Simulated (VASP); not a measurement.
Set up this calculation in VASP 6.6.1, as the native input.

| Quantity | Value |
| --- | --- |
| Task | single point |
| Functional | PBE |
| Dispersion | D4 |
| Potentials or basis | VASP PAW PBE potentials, release 64 (Ni) |
| Cutoff | 520 eV |
| k mesh | 14 × 14 × 14 |
| Occupations | methfessel-paxton, width 0.3 eV |
| Spin | collinear spin, ferromagnetic start |
| Starting moments | [1.0] μB |
| Dipole correction | no |
| Further INCAR settings | ALGO = Normal; EDIFF = 1e-06; NBANDS = 15 |

The structure of Ni lies in POSCAR:

```
Ni
1.0
    2.4626935744      0.0000000000      0.0000000000
    1.2313467872      2.1327551971      0.0000000000
    1.2313467872      0.7109183990      2.0107808833
Ni
1
Direct
    0.0000000000      0.0000000000      0.0000000000
```

One way to write it, as run:

INCAR

```
SYSTEM = Ni
ALGO     = Normal         ! electronic algorithm
EDIFF    = 1E-6           ! SCF threshold, eV
ENCUT    = 520            ! plane-wave cutoff, eV
GGA      = PE             ! functional
ISIF     = 2              ! what is computed and relaxed
ISMEAR   = 1              ! smearing method
ISPIN    = 2              ! spin polarisation
IVDW     = 13             ! dispersion correction
LASPH    = .True.         ! aspherical terms in the spheres
LCHARG   = .False.        ! write CHGCAR
LMAXMIX  = 4              ! l up to which the mixer works
LORBIT   = 11             ! projections on sites
LREAL    = .False.        ! projectors in reciprocal space
LWAVE    = .False.        ! write WAVECAR
MAGMOM   = 1              ! initial moments
NBANDS   = 15             ! bands
NELM     = 150            ! most SCF steps
PREC     = Accurate       ! precision mode
SIGMA    = 0.3            ! smearing width, eV
```

KPOINTS

```
k-points
0
Gamma
  14 14 14
  0 0 0
```

Potentials or basis: VASP PAW PBE potentials, release 64 (Ni).

The run is started by

```bash
$ cat potpaw_PBE.64/Ni/POTCAR > POTCAR
$ mpirun -np 1 vasp_std > vasp.out
```

Results of the run:

```yaml
Pressure: -0.3 GPa
Net_moment: 0.60 μB per cell
Site_moments: Ni +0.60 μB
Valence_electrons_inside_the_program's_atomic_spheres: Ni 9.37
Dispersion_energy_per_atom: -0.468 eV
```

Caveat: pairwise dispersion overbinds metals, which lowers pressure and volume.

It took 16 s on 1 thread of Intel(R) Xeon(R) 6975P-C (Granite Rapids), on a shared host, peak memory 0.14 GiB.
